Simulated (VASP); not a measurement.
# P in VASP: a series of runs, part 2 of 2

VASP 6.6.1. The steps go on from the part before.

### Step 5. Single point, LDA (volume scaled by 0.96)

Input file INCAR:

```
PREC = Accurate
ENCUT = 520
EDIFF = 1E-6
ISMEAR = -1
SIGMA = 0.05
LREAL = False
LASPH = True
NELM = 100
ALGO = Normal
ISIF = 2
LWAVE = False
LCHARG = False
NBANDS = 12
```

Input file KPOINTS:

```
Automatic mesh
0
Gamma
  9 9 9
```

Input file POSCAR:

```
P
1.0
    1.7024017084      0.9828820846      3.0873818539
   -1.7024017084      0.9828820846      3.0873818539
    0.0000000000     -1.9657641692      3.0873818539
P
2
Direct
    0.7729197500      0.7729197500      0.7729197500
    0.2270802500      0.2270802500      0.2270802500
```

Potentials or basis: VASP PAW LDA potentials, release 64 (P).

Launch:

```
$ cat potpaw_LDA.64/P/POTCAR > POTCAR
$ mpirun -np 1 vasp_std > vasp.out
```

OUTCAR:

```text
PREC = Accurate
   ENCUT = 520
   EDIFF = 1E-6
   ISMEAR = -1
   LREAL = False
   LASPH = True
   NELM = 100
   ISIF = 2

 ion  position               nearest neighbor table
   1  0.773  0.773  0.773-   2 2.26   2 2.26   2 2.26   2 2.78   2 2.78   2 2.78
   2  0.227  0.227  0.227-   1 2.26   1 2.26   1 2.26   1 2.78   1 2.78   1 2.78

  LATTYP: Found a trigonal (rhomboedric) cell.
 ALAT       =     3.6600758846
 COS(alpha) =     0.5673129383

  Lattice vectors:

 A1 = (   1.7024017084,   0.9828820846,   3.0873818539)
 A2 = (  -1.7024017084,   0.9828820846,   3.0873818539)
 A3 = (   0.0000000000,  -1.9657641692,   3.0873818539)

Analysis of symmetry for initial positions (statically):
=====================================================================
 Subroutine PRICEL returns:
 Original cell was already a primitive cell.

 Routine SETGRP: Setting up the symmetry group for a
 trigonal (rhombohedral) supercell.

 Subroutine GETGRP returns: Found 12 space group operations
 (whereof 12 operations were pure point group operations)
 out of a pool of 12 trial point group operations.

The static configuration has the point symmetry D_3d.

[... 163 lines left out ...]
 fundamental gap:      0.1145864738
 Fermi energy:         9.4424633848

 k-point     1 :       0.0000    0.0000    0.0000
  band No.  band energies     occupation
      1      -7.4254      2.00000
      2       6.1273      2.00000
      3       6.2078      2.00000
      4       6.5106      2.00000
      5       6.5106      2.00000
      6      10.7955      0.00000
      7      12.1065      0.00000
      8      12.1065      0.00000
      9      15.2465      0.00000
     10      15.2465      0.00000
     11      16.5737      0.00000
     12      16.5739      0.00000
[... 331 lines left out ...]
 k-point    24 :       0.4444    0.4444   -0.0000
  band No.  band energies     occupation
      1      -3.8539      2.00000
      2      -0.4535      2.00000
      3       2.6166      2.00000
      4       3.9217      2.00000
      5       3.9959      2.00000
      6       9.3315      1.80393
      7      15.6904      0.00000
      8      16.9732      0.00000
      9      17.6299      0.00000
     10      18.3444      0.00000
     11      22.2677      0.00000
     12      22.4429      0.00000

 [... further k-points ...]
[... 5 lines left out ...]
  --------------------------------------------------------------------------------------
  -------------------------------------------------------------------------------------
  Total        0.2576972      0.2576972     -0.2576247      0.0000000     -0.0000000      0.0000000
  in kB       13.3203371     13.3203371    -13.3165920      0.0000000     -0.0000000      0.0000000
  external PRESSURE =       4.4413607 kB  Pullay stress =       0.0000000 kB

 VOLUME and BASIS-vectors are now :
 -----------------------------------------------------------------------------
  energy-cutoff  :      520.00
  volume of cell :       31.00
      direct lattice vectors                 reciprocal lattice vectors
     1.702401708  0.982882085  3.087381854     0.293702713  0.169569340  0.107966345
    -1.702401708  0.982882085  3.087381854    -0.293702713  0.169569340  0.107966345
     0.000000000 -1.965764169  3.087381854     0.000000000 -0.339138681  0.107966345

 POSITION                                       TOTAL-FORCE (eV/Angst)
 -----------------------------------------------------------------------------------
      0.00000      0.00000      7.15890         0.000000      0.000000     -0.394604
      0.00000      0.00000      2.10325         0.000000      0.000000      0.394604
 -----------------------------------------------------------------------------------
    total drift:                                0.000000     -0.000000     -0.000000

  FREE ENERGIE OF THE ION-ELECTRON SYSTEM (eV)
  ---------------------------------------------------
  free  energy   TOTEN  =       -12.1178795052 eV

  energy  without entropy=      -12.1158121381  energy(sigma->0) =      -12.11684582
```

stdout:

```text
POSCAR found type information on POSCAR P
 POSCAR found :  1 types and       2 ions
 scaLAPACK will be used
 LDA part: xc-table for (Slater(with rela. corr.)+CA(PZ))
 , standard interpolation
 POSCAR, INCAR and KPOINTS ok, starting setup
 FFT: planning ... GRIDC
 FFT: planning ... GRID_SOFT
 FFT: planning ... GRID
 WAVECAR not read
 entering main loop
```

Wall time 28 s (1 thread of Intel Xeon Platinum 8259CL at 2.50GHz (Skylake/Cascade Lake), shared host); peak memory 0.14 GiB.

What came out:

```
Free energy            : -12.1179 eV
Pressure               : 0.4 GPa
Largest force          : 0.395 eV/Å
Band gap on the k mesh : zero (band 5 reaches 10.06 eV, above the bottom of band 6 at 9.29 eV)
```

Forces on the atoms (eV/Å):
```
P    0.000  0.000 -0.395
P    0.000  0.000  0.395
```

Stress tensor (GPa, compression positive):
```
 1.33  0.00  0.00
 0.00  1.33  0.00
 0.00  0.00 -1.33
```

Levels at points of the mesh, in eV from the Fermi level:
| k point | band 1 | band 2 | band 3 | band 4 | band 5 | band 6 | band 7 | band 8 | band 9 | band 10 |
| --- | --- | --- | --- | --- | --- | --- | --- | --- | --- | --- |
| (0.00, 0.00, 0.00) | -16.87 | -3.32 | -3.23 | -2.93 | -2.93 | 1.35 | 2.66 | 2.66 | 5.80 | 5.80 |

### Step 6. Summary

| level | potentials or basis | cell | smearing | gap on the mesh (eV) | pressure (GPa) | largest force (eV/Å) |
| --- | --- | --- | --- | --- | --- | --- |
| PBEsol | VASP PAW PBE potentials, release 64 (P) | a = 3.710 Å, angles 55.4°, 2 atoms | gaussian 0.1 eV | none | -1.8 | 0.24 |
| PBEsol | VASP PAW PBE potentials, release 64 (P) | a = 3.710 Å, angles 55.4°, 2 atoms | gaussian 0.05 eV | none | -7.9 | 0.85 |
| LDA | VASP PAW LDA potentials, release 64 (P) | a = 3.634 Å, angles 55.4°, 2 atoms | fermi-dirac 0.05 eV | none | 2.7 | 0.54 |
| LDA | VASP PAW LDA potentials, release 64 (P) | a = 3.660 Å, angles 55.4°, 2 atoms | fermi-dirac 0.05 eV | none | 0.4 | 0.39 |

Some of these runs hold the atoms at other places in the same cell, which the table doesn't show; runs alike in all that it shows share one row.

Alike in all rows: task single point; no spin polarisation; k mesh 9 × 9 × 9; cutoff (eV) 520.

Caveats: the PAW data sets were made with another functional, which shifts forces and pressure a little (some runs).

Absolute energies hang on the potentials; compare differences alone.
